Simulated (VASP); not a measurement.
Set up this calculation in VASP 6.6.1, as the native input.

```
Task                   : relaxation of cell and atoms
Functional             : PBEsol
Dispersion             : D4
Potentials or basis    : VASP PAW PBE potentials, release 64 (In_d, As)
Cutoff                 : 600 eV
k mesh                 : 6 × 6 × 6
Occupations            : fermi-dirac, width 0.05 eV
Spin                   : no spin polarisation
Dipole correction      : no
Further INCAR settings : ALGO = Fast; EDIFF = 1e-06; IBRION = 2; EDIFFG = -0.01; NSW = 60; ISIF = 3
```

The structure of In3As lies in POSCAR:

```
In3As
1.0
    4.6716810000      0.0000000000      0.0000000000
    0.0000000000      4.6716810000      0.0000000000
    0.0000000000      0.0000000000      4.6716810000
In As
3 1
Direct
    0.5000000000      0.5000000000      0.0000000000
    0.5000000000      0.0000000000      0.5000000000
    0.0000000000      0.5000000000      0.5000000000
    0.0000000000      0.0000000000      0.0000000000
```

These files were run (other wordings do the same):

INCAR

```
SYSTEM = In3As
PREC = Accurate
ENCUT = 600
EDIFF = 1E-6
ISMEAR = -1
SIGMA = 0.05
LREAL = .FALSE.
LASPH = .TRUE.
NELM = 60
ALGO = Fast
ISIF = 3
LWAVE = .FALSE.
LCHARG = .FALSE.
GGA = PS
IVDW = 13
IBRION = 2
NSW = 60
EDIFFG = -0.01
```

KPOINTS

```
regular mesh
0
G
  6 6 6
  0 0 0
```

Potentials or basis: VASP PAW PBE potentials, release 64 (In_d, As).

Launch:

```sh
$ cat potpaw_PBE.64/In_d/POTCAR potpaw_PBE.64/As/POTCAR > POTCAR
$ mpirun -np 1 vasp_std > vasp.out
```

It gave:

```json
{"Relaxed volume": "23.47 Å³/atom", "Relaxed cell": "a = 4.545 Å, b = 4.545 Å, c = 4.545 Å, α = 90.00°, β = 90.00°, γ = 90.00°", "Space group after relaxing (to 0.1 Å)": "Pm-3m (No. 221)", "Energy gained by relaxing": "25.3 meV/atom", "Ionic steps": "3", "Pressure after relaxing": "0.0 GPa", "Band gap on the k mesh": "zero (bands 22 and 23 overlap by 4.39 eV)", "Dispersion energy per atom": "-0.235 eV"}
```

Caveat: the PAW data sets were made with another functional, which shifts forces and pressure a little; spin-orbit coupling is left out, which moves the levels of the heavy elements.

Wall time 6.3 min on 1 thread of Intel Xeon 8259CL, with other jobs on the host, peak memory 0.28 GiB.
